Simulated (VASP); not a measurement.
Here is a VASP 6.6.1 calculation.

The input INCAR:

```
SYSTEM = TaN
ALGO     = Normal         ! electronic algorithm
EDIFF    = 1E-8           ! SCF threshold, eV
ENCUT    = 520            ! plane-wave cutoff, eV
GGA      = PS             ! functional
GGA_COMPAT= .False.      
ISIF     = 2              ! what is computed and relaxed
ISMEAR   = -1             ! smearing method
LASPH    = .True.         ! aspherical terms in the spheres
LCHARG   = .False.        ! write CHGCAR
LEFG     = .True.       
LREAL    = .False.        ! projectors in reciprocal space
LWAVE    = .False.        ! write WAVECAR
NBANDS   = 16             ! bands
NELM     = 120            ! most SCF steps
PREC     = Accurate       ! precision mode
SIGMA    = 0.02           ! smearing width, eV
```

Contents of KPOINTS:

```
k-points
0
Gamma
  9 9 9
  0 0 0
```

File POSCAR:

```
TaN
1.0
    0.0000000000      2.1862392558      2.1862392558
    2.1862392558      0.0000000000      2.1862392558
    2.1862392558      2.1862392558      0.0000000000
Ta N
1 1
Direct
    0.5000000000      0.5000000000      0.5000000000
    0.0000000000      0.0000000000      0.0000000000
```

Potentials or basis: VASP PAW PBE potentials, release 64 (Ta_sv_GW, N).

Command:

```sh
$ cat potpaw_PBE.64/Ta_sv_GW/POTCAR potpaw_PBE.64/N/POTCAR > POTCAR
$ mpirun -np 1 vasp_std > vasp.out
```

(1) What does it give for the band gap on the k mesh?

(2) Predict the pressure.

Answers

(1) zero (bands 9 and 10 overlap by 3.76 eV).

(2) 0.5 GPa.

Caveat: the PAW data sets were made with another functional, which shifts forces and pressure a little; spin-orbit coupling is left out, which moves the levels of the heavy elements.
